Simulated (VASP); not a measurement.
# Al32H (a cell with a defect) in VASP: single point with PBE+D3(BJ)

Aim: the single point of Al32H (a cell with a defect) with PBE+D3(BJ).

Program: VASP 6.6.1. These are calculated values, not measurements. Logs are shortened: lines on timing, memory, paths and dates and some standing lists are left out, and cuts for length are marked.

### 1 The cell of the first run

The cell holds a defect, 33 atoms: a = 8.100 Å, b = 8.100 Å, c = 8.100 Å, α = 90.00°, β = 90.00°, γ = 90.00°.

### 2 Single point, PBE+D3(BJ)

INCAR reads:

```
SYSTEM = Al32H
  PREC = Accurate
  ENCUT = 520
  EDIFF = 1E-7
  ISMEAR = -1
  SIGMA = 0.1
  LREAL = Auto
  LASPH = .TRUE.
  NELM = 100
  ALGO = Normal
  ISIF = 2
  LWAVE = .FALSE.
  LCHARG = .TRUE.
  GGA = PE
  IVDW = 12
  LELF = .TRUE.
  LVHAR = .TRUE.
  NBANDS = 70
```

KPOINTS reads:

```
regular mesh
0
G
  2 2 2
  0 0 0
```

POSCAR reads:

```
Al32H
1.0
    8.1000000000      0.0000000000      0.0000000000
    0.0000000000      8.1000000000      0.0000000000
    0.0000000000      0.0000000000      8.1000000000
Al H
32 1
Direct
    0.4980987654     -0.0071728395     -0.0126913580
    0.7447901235      0.2715185185     -0.0092222222
    0.7365679012      0.0013456790      0.2515185185
   -0.0196049383      0.0024938272      0.0014444444
    0.2529753086      0.2493209877      0.0273456790
    0.4630493827      0.5090987654     -0.0114567901
    0.6966543210      0.7535679012     -0.0165061728
    0.2628148148      0.0228148148      0.2362345679
    0.4885432099      0.2742716049      0.2507407407
    0.7424074074      0.5270000000      0.2675555556
    0.4403209877     -0.0130246914      0.5326296296
    0.7444938272      0.2388888889      0.5087530864
    0.7431728395      0.0447407407      0.7908888889
   -0.0542592593      0.5262345679      0.0228024691
    0.2432469136      0.7596913580     -0.0108641975
    0.0294814815      0.2472222222      0.2377407407
    0.2524320988      0.5219506173      0.2434567901
    0.4653333333      0.7659259259      0.2061728395
   -0.0050370370      0.0130000000      0.5223456790
    0.2515432099      0.2522469136      0.5019753086
    0.4599629630      0.4796049383      0.4922469136
    0.7689876543      0.8069382716      0.5533333333
    0.2082469136     -0.0121358025      0.7292839506
    0.4803333333      0.2318641975      0.7454320988
    0.7479135802      0.5210000000      0.7156790123
   -0.0199382716      0.7210493827      0.2970370370
   -0.0043209877      0.5173086420      0.5139012346
    0.2443209877      0.7446913580      0.4765308642
   -0.0201604938      0.2996543210      0.7343827160
    0.2569506173      0.4969506173      0.7500987654
    0.4829629630      0.7457283951      0.7430370370
   -0.0048765432      0.7597160494      0.7851111111
    0.6068271605      0.6420493827      0.4184320988
```

Potentials or basis: VASP PAW PBE potentials, release 64 (Al, H).

Command:

```bash
$ cat potpaw_PBE.64/Al/POTCAR potpaw_PBE.64/H/POTCAR > POTCAR
$ mpirun -np 1 vasp_std > vasp.out
```

OUTCAR:

```text
SYSTEM = Al32H
   PREC = Accurate
   ENCUT = 520
   EDIFF = 1E-7
   ISMEAR = -1
   LREAL = Auto
   LASPH = .TRUE.
   NELM = 100
   ISIF = 2
   GGA = PE
   IVDW = 12
 IVDW          = 12

 ion  position               nearest neighbor table
   1  0.498  0.993  0.987-   7 2.52  18 2.57  13 2.58  24 2.76   8 2.79  15 2.80  31 2.82   3 2.88
                             5 2.89   2 3.01   9 3.12  23 3.14
   2  0.745  0.272  0.991-  13 2.45  14 2.64  29 2.83   4 2.90  24 2.94   9 2.96   6 2.99  25 3.01
                             1 3.01   3 3.04  10 3.05  16 3.06
   3  0.737  0.001  0.252-   4 2.83  12 2.84   1 2.88  22 2.92  18 2.93   7 2.97   9 2.99  26 3.03
                            19 3.03   2 3.04  16 3.10  11 3.31
   4  0.980  0.002  0.001-  13 2.59  32 2.64  16 2.78   3 2.83  23 2.88   2 2.90  15 2.90   8 2.98
                             5 2.99   7 3.06  29 3.24  26 3.31
   5  0.253  0.249  0.027-  16 2.49   8 2.50   9 2.64   6 2.72  17 2.82   1 2.89  24 2.94   4 2.99
                            30 3.01  23 3.23  29 3.27  14 3.35
   6  0.463  0.509  0.989-  30 2.55  17 2.68  15 2.70   5 2.72  18 2.73   7 2.74  31 2.77   9 2.86
                             2 2.99  24 2.99  25 3.20  10 3.20
   7  0.697  0.754  0.983-   1 2.52  18 2.60  31 2.61   6 2.74  14 2.75  13 2.85  25 2.90  32 2.90
                            10 2.97   3 2.97   4 3.06
   8  0.263  0.023  0.236-   5 2.50  16 2.62  18 2.66   9 2.74   1 2.79  11 2.81  20 2.85  15 2.93
                             4 2.98  28 2.98  19 3.18
   9  0.489  0.274  0.251-  21 2.58   5 2.64   8 2.74  17 2.77  20 2.80   6 2.86  10 2.90   2 2.96
                            12 2.96   3 2.99   1 3.12  11 3.28
  10  0.742  0.527  0.268-  33 1.89  26 2.50  14 2.58  27 2.86   9 2.90  21 2.95   7 2.97  18 3.00
                            12 3.04   2 3.05   6 3.20  22 3.25  16 3.26
  11  0.440  0.987  0.533-  23 2.46  28 2.56  31 2.62  24 2.65  20 2.65   8 2.81  22 3.04  18 3.20
                            12 3.20  13 3.26   9 3.28   3 3.31
  12  0.744  0.239  0.509-  29 2.69  19 2.73  13 2.77  25 2.83   3 2.84  24 2.87   9 2.96  21 3.02
                            27 3.04  10 3.04  16 3.19  11 3.20
  13  0.743  0.045  0.791-   2 2.45   1 2.58   4 2.59  24 2.64  22 2.73  12 2.77   7 2.85  29 2.85
                            19 2.99  32 3.08  31 3.23  11 3.26
  14  0.946  0.526  0.023-  10 2.58   2 2.64  32 2.73  26 2.74   7 2.75  16 2.93  25 2.96  29 2.98
                            17 3.06  15 3.08   5 3.35  30 3.36
  15  0.243  0.760  0.989-  18 2.52  32 2.60   6 2.70  31 2.79   1 2.80  23 2.82  17 2.82  30 2.88
                             4 2.90   8 2.93  14 3.08  26 3.30
  16  0.029  0.247  0.238-   5 2.49   8 2.62   4 2.78  20 2.80  17 2.87  14 2.93  19 3.00   2 3.06
                             3 3.10  27 3.14  12 3.19  10 3.26
  17  0.252  0.522  0.243-  28 2.61  18 2.64  21 2.65   6 2.68  26 2.77   9 2.77   5 2.82  15 2.82
                            16 2.87  27 3.02  20 3.03  14 3.06
  18  0.465  0.766  0.206-  15 2.52   1 2.57   7 2.60  17 2.64   8 2.66   6 2.73  28 2.83   3 2.93
                            10 3.00  11 3.20  21 3.28
  19  0.995  0.013  0.522-  23 2.42  22 2.49  12 2.73  20 2.85  29 2.89  32 2.96  26 2.99  28 2.99
[... 12 lines left out ...]
                            21 2.97   2 3.01   6 3.20  24 3.20
  26  0.980  0.721  0.297-  27 2.41  10 2.50  28 2.59  14 2.74  17 2.77  22 2.78  19 2.99   3 3.03
                            15 3.30   4 3.31
  27  0.996  0.517  0.514-  26 2.41  29 2.51  25 2.59  28 2.75  30 2.86  10 2.86  32 2.95  20 2.99
                            22 3.00  17 3.02  12 3.04  16 3.14
  28  0.244  0.745  0.477-  11 2.56  26 2.59  17 2.61  27 2.75  21 2.77  18 2.83  23 2.86  31 2.90
                             8 2.98  19 2.99  30 2.99  32 3.22
  29  0.980  0.300  0.734-  27 2.51  25 2.60  12 2.69  30 2.76   2 2.83  13 2.85  19 2.89  20 2.92
                            14 2.98  23 3.13   4 3.24   5 3.27
  30  0.257  0.497  0.750-   6 2.55  21 2.66  31 2.72  29 2.76  24 2.81  20 2.82  27 2.86  15 2.88
                            28 2.99   5 3.01  32 3.02  14 3.36
  31  0.483  0.746  0.743-   7 2.61  11 2.62  30 2.72   6 2.77  15 2.79   1 2.82  25 2.82  22 2.82
                            28 2.90  21 2.97  23 2.97  13 3.23
  32  0.995  0.760  0.785-  23 2.57  15 2.60   4 2.64  22 2.65  14 2.73  25 2.84   7 2.90  27 2.95
                            19 2.96  30 3.02  13 3.08  28 3.22
  33  0.607  0.642  0.418-  21 1.87  10 1.89

  LATTYP: Found a simple cubic cell.
 ALAT       =     8.1000000000

  Lattice vectors:

 A1 = (   8.1000000000,   0.0000000000,   0.0000000000)
 A2 = (   0.0000000000,   8.1000000000,   0.0000000000)
 A3 = (   0.0000000000,   0.0000000000,   8.1000000000)

Analysis of symmetry for initial positions (statically):
=====================================================================
 Subroutine PRICEL returns:
 Original cell was already a primitive cell.

 Routine SETGRP: Setting up the symmetry group for a
 simple cubic supercell.

 Subroutine GETGRP returns: Found  1 space group operations
 (whereof  1 operations were pure point group operations)
 out of a pool of 48 trial point group operations.

The static configuration has the point symmetry C_1 .

Analysis of symmetry for dynamics (positions and initial velocities):
=====================================================================
 Subroutine PRICEL returns:
[... 123 lines left out ...]

 Found      8 irreducible k-points:

 Following reciprocal coordinates:
            Coordinates               Weight
  0.000000  0.000000  0.000000      1.000000
  0.500000  0.000000  0.000000      1.000000
  0.000000  0.500000  0.000000      1.000000
  0.000000  0.000000  0.500000      1.000000
  0.500000  0.500000  0.000000      1.000000
  0.000000  0.500000  0.500000      1.000000
  0.500000  0.000000  0.500000      1.000000
  0.500000  0.500000  0.500000      1.000000
   k-points           NKPTS =      8   k-points in BZ     NKDIM =      8   number of bands    NBANDS=     70
   number of dos      NEDOS =    301   number of ions     NIONS =     33
   total plane-waves  NPLWV = 216000
   dimension x,y,z NGX =    60 NGY =   60 NGZ =   60
   dimension x,y,z NGXF=   120 NGYF=  120 NGZF=  120
   ions per type =              32   1
   NGX,Y,Z   is equivalent  to a cutoff of  12.31, 12.31, 12.31 a.u.
   NGXF,Y,Z  is equivalent  to a cutoff of  24.63, 24.63, 24.63 a.u.
 SYSTEM =  Al32H
   PREC   = accura    normal or accurate (medium, high low for compatibility)
   ISTART =      0    job   : 0-new  1-cont  2-samecut
   ICHARG =      2    charge: 1-file 2-atom 10-const
   ISPIN  =      1    spin polarized calculation?
   LNONCOLLINEAR =      F non collinear calculations
   LSORBIT =      F    spin-orbit coupling
   LASPH  =      T    aspherical Exc in radial PAW
   ENCUT  =  520.0 eV  38.22 Ry    6.18 a.u.  15.06 15.06 15.06*2*pi/ulx,y,z
   NELM   =    100;   NELMIN=  2; NELMDL= -5     # of ELM steps
   EDIFF  = 0.1E-06   stopping-criterion for ELM
   LREAL  =      T    real-space projection
   EDIFFG = 0.1E-05   stopping-criterion for IOM
   NSW    =      0    number of steps for IOM
   IBRION =     -1    ionic relax: 0-MD 1-quasi-New 2-CG
   NFREE  =      0    steps in history (QN), initial steepest desc. (CG)
   ISIF   =      2    stress and relaxation
   ISYM   =      2    0-nonsym 1-usesym 2-fastsym
   POTIM  = 0.5000    time-step for ionic-motion
   TEBEG  =    0.0;   TEEND  =   0.0 temperature during run
   PSTRESS=    0.0 pullay stress
   NELECT =      97.0000    total number of electrons
   NUPDOWN=      -1.0000    fix difference up-down
   EMIN   =  10.00;   EMAX   =-10.00  energy-range for DOS
   EFERMI =   0.00;   METHOD = LEGACY
   ISMEAR =    -1;   SIGMA  =   0.10  broadening in eV -4-tet -1-fermi 0-gaus
   EFERMI_NEDOS =   21; number of points for ismear=-14 and -15
   IALGO  =     38    algorithm
   IMIX   =      4    mixing-type and parameters
     AMIX     =   0.40;   BMIX     =  1.00
     AMIX_MAG =   1.60;   BMIX_MAG =  1.00
  volume/ion in A,a.u.               =      16.10       108.68
  Fermi-wavevector in a.u.,A,eV,Ry     =   0.928639  1.754874 11.733269  0.862371
  Thomas-Fermi vector in A             =   2.054837
   LORBIT       =      0    0 simple, 1 ext, 2 COOP (PROOUT), +10 PAW based schemes
   GGA     = PE    functional components
   LHFCALC =     F    Hartree Fock is set to
   AEXX    =    0.0000 exact exchange contribution
   IVDW    =    12    specifies the selected vdW correction
   LEPSILON=     F    determine dielectric tensor
   LRPA    =     F    only Hartree local field effects (RPA)
 non-spin polarized calculation
  energy-cutoff  :      520.00
  volume of cell :      531.44
 maximum number of plane-waves:     14400
   NGX = 31   NGY = 31   NGZ = 31

 number of electron      96.9999999 magnetization

 Free energy of the ion-electron system (eV)
  ---------------------------------------------------
  ext. energy  EPLUGINS =         0.00000000
  ---------------------------------------------------
  free energy    TOTEN  =      -117.66053203 eV

  energy without entropy =     -117.24235631  energy(sigma->0) =     -117.45144417

 E-fermi :   7.6758     XC(G=0): -10.1615

 val. band max:        7.6698312624   @ k =   0.0000   0.0000   0.5000
 cond. band min:       7.6792376586   @ k =   0.0000   0.0000   0.0000
 fundamental gap:      0.0094063962
 Fermi energy:         7.6757828757

 k-point     1 :       0.0000    0.0000    0.0000
  band No.  band energies     occupation
      1      -3.3558      2.00000
      2      -1.4414      2.00000
      3      -1.3909      2.00000
      4      -1.2836      2.00000
      5      -1.0307      2.00000
      6      -0.9221      2.00000
[... 493 lines left out ...]
     59      10.6858      0.00000
     60      10.7357      0.00000
 [bands above 60 left out]

------------------------ aborting loop because EDIFF is reached ----------------------------------------

 Edisp (eV)  -10.85169

 E8    (eV) :    -4.8375

  FORCE on cell =-STRESS in cart. coord.  units (eV):
  Direction    XX          YY          ZZ          XY          YZ          ZX
  --------------------------------------------------------------------------------------
  -------------------------------------------------------------------------------------
  Total      10.30212     4.50288     7.10986     3.10023    -2.10663     2.28092
  in kB      31.05863    13.57517    21.43466     9.34651    -6.35103     6.87648
  external pressure =       22.02 kB  Pullay stress =        0.00 kB

 VOLUME and BASIS-vectors are now :
 -----------------------------------------------------------------------------
  energy-cutoff  :      520.00
  volume of cell :      531.44
      direct lattice vectors                 reciprocal lattice vectors
     8.100000000  0.000000000  0.000000000     0.123456790  0.000000000  0.000000000
     0.000000000  8.100000000  0.000000000     0.000000000  0.123456790  0.000000000
     0.000000000  0.000000000  8.100000000     0.000000000  0.000000000  0.123456790

 POSITION                                       TOTAL-FORCE (eV/Angst)
 -----------------------------------------------------------------------------------
      4.03460      8.04190      7.99720        -1.127406      1.263173      0.023376
      6.03280      2.19930      8.02530        -0.409500      0.772211      1.055763
      5.96620      0.01090      2.03730         0.001216      0.155261      0.204355
      7.94120      0.02020      0.01170         0.478479      0.164936      0.831490
      2.04910      2.01950      0.22150         0.185971      0.458489     -2.201077
      3.75070      4.12370      8.00720         1.098855     -0.664709      0.233898
[... 25 lines left out ...]
      8.06050      6.15370      6.35940        -0.428272     -0.771781     -0.476019
      4.91530      5.20060      3.38930         0.045541      0.095747     -0.228495
 -----------------------------------------------------------------------------------
    total drift:                                0.006552      0.015410     -0.003487

  FREE ENERGIE OF THE ION-ELECTRON SYSTEM (eV)
  ---------------------------------------------------
  free  energy   TOTEN  =      -128.5122235517 eV

  energy  without entropy=     -128.0940478287  energy(sigma->0) =     -128.30313569
```

It took 6.3 min on 1 thread of Intel Xeon 6975P-C, shared host; peak memory 0.57 GiB.

Results:

```yaml
Free_energy: -128.5122 eV
Pressure: 2.2 GPa
Largest_force: 2.670 eV/Å
Dispersion_energy_per_atom: -0.329 eV
```

Forces on the atoms (eV/Å):
```
Al  -1.127  1.263  0.023
Al  -0.409  0.772  1.056
Al   0.001  0.155  0.204
Al   0.478  0.165  0.831
Al   0.186  0.458 -2.201
Al   1.099 -0.665  0.234
Al   1.555 -0.497  0.139
Al  -0.281 -1.106  0.832
Al   0.984 -0.583 -0.256
Al  -1.236 -0.860  0.353
Al   1.986  0.311 -1.477
Al  -0.482  0.262 -0.628
Al   0.326 -1.111 -1.565
Al   1.082 -0.010 -0.642
Al  -0.875  0.121 -0.187
Al  -1.569  0.372  0.965
Al  -0.859 -0.654 -0.352
Al   0.738 -0.239  1.826
Al  -0.191  0.629 -1.380
Al  -1.104 -0.361 -0.042
Al   1.322  1.021  0.679
Al  -1.330 -0.521 -0.618
Al   0.908  0.672  1.991
Al  -0.085  0.813  0.400
Al  -1.151 -0.097  0.831
Al   0.354  2.170 -1.515
Al   0.343 -0.680 -0.003
Al  -0.006  0.083  0.678
Al   0.798 -1.175  1.071
Al  -0.896  0.089 -0.143
Al  -0.177 -0.122 -0.399
Al  -0.428 -0.772 -0.476
H    0.046  0.096 -0.228
```

Stress tensor (GPa, compression positive):
```
 3.11  0.93  0.69
 0.93  1.36 -0.64
 0.69 -0.64  2.14
```

Caveat: the k points lie up to 0.39 Å⁻¹ apart.
